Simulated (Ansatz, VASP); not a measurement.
# One calculation of CdSiSb2, two programs

INCAR

```
ALGO = Normal
EDIFF = 1E-6
ENCUT = 520
GGA = PE
ISIF = 2
ISMEAR = -1
LASPH = True
LCHARG = True
LELF = True
LREAL = False
LVHAR = True
LWAVE = False
NBANDS = 36
NELM = 60
PREC = Accurate
SIGMA = 0.02
```

Contents of KPOINTS:

```
k-points
0
Gamma
  6 6 2
```

POSCAR

```
CdSiSb2
1.0
    4.3827959564      0.0000000000      0.0000000000
    0.0000000000      4.3827959564      0.0000000000
    0.0000000000      0.0000000000     12.8391270314
Cd Sb Si
2 4 2
Direct
    0.5000000000      0.0000000000      0.8662240076
    0.0000000000      0.5000000000      0.1337759924
    0.5000000000      0.5000000000      0.0000000000
    0.0000000000      0.0000000000      0.2725738872
    0.5000000000      0.5000000000      0.5000000000
    0.0000000000      0.0000000000      0.7274261128
    0.5000000000      0.0000000000      0.3847463338
    0.0000000000      0.5000000000      0.6152536662
```

Input for Ansatz:

```yaml
crystal:
  lattice:
    - [4.3827959564, 0.0, 0.0]
    - [0.0, 4.3827959564, 0.0]
    - [0.0, 0.0, 12.8391270314]
  atoms:
    - { symbol: Cd, position: [0.5, 0.0, 0.8662240076] }
    - { symbol: Sb, position: [0.5, 0.5, 0.0] }
    - { symbol: Cd, position: [0.0, 0.5, 0.1337759924] }
    - { symbol: Sb, position: [0.0, 0.0, 0.2725738872] }
    - { symbol: Si, position: [0.5, 0.0, 0.3847463338] }
    - { symbol: Sb, position: [0.5, 0.5, 0.5] }
    - { symbol: Si, position: [0.0, 0.5, 0.6152536662] }
    - { symbol: Sb, position: [0.0, 0.0, 0.7274261128] }
kpoints:
  mp_grid: { grid: [6, 6, 2] }
  band_path:
    path:
      - [0.0, 0.0, 0.0]
      - [0.0, 0.5, 0.0]
      - [0.5, 0.5, 0.0]
      - [0.0, 0.0, 0.5]
      - [0.0, 0.5, 0.5]
      - [0.5, 0.5, 0.5]
      - [0.05, 0.5, 0.5]
    npoints: 1
hamiltonian:
  xc: pbe
scf:
  occupations: { method: fermi_dirac, width: 0.02 }
  n_extra_bands: 6
output:
  forces: true
  stress: true
  eigenvalues: true
```

Alike in both runs: task single point; functional PBE; k mesh 6 × 6 × 2; occupations fermi-dirac, width 0.02 eV; no spin polarisation.

|  | VASP | Ansatz |
| --- | --- | --- |
| version | VASP 6.6.1 | Ansatz 0.2.0 |
| potentials or method | VASP PAW PBE potentials, release 64 (Cd, Sb, Si) | plane waves, PAW |
| plane-wave cutoff (eV) | 520 | 420 |
| valence electrons in the cell | 52 | 108 |

|  | VASP | Ansatz | Ansatz less VASP |
| --- | --- | --- | --- |
| pressure (GPa) | 1.5 | 1.3 | -0.13 |
| rms of the force components (eV/Å) | 0.021 | 0.016 | -0.0045 |

VASP's potentials hold 52 valence electrons a cell and Ansatz's 108, so a difference there can come from the potentials and not from the codes.

Neither program's run includes spin-orbit coupling.
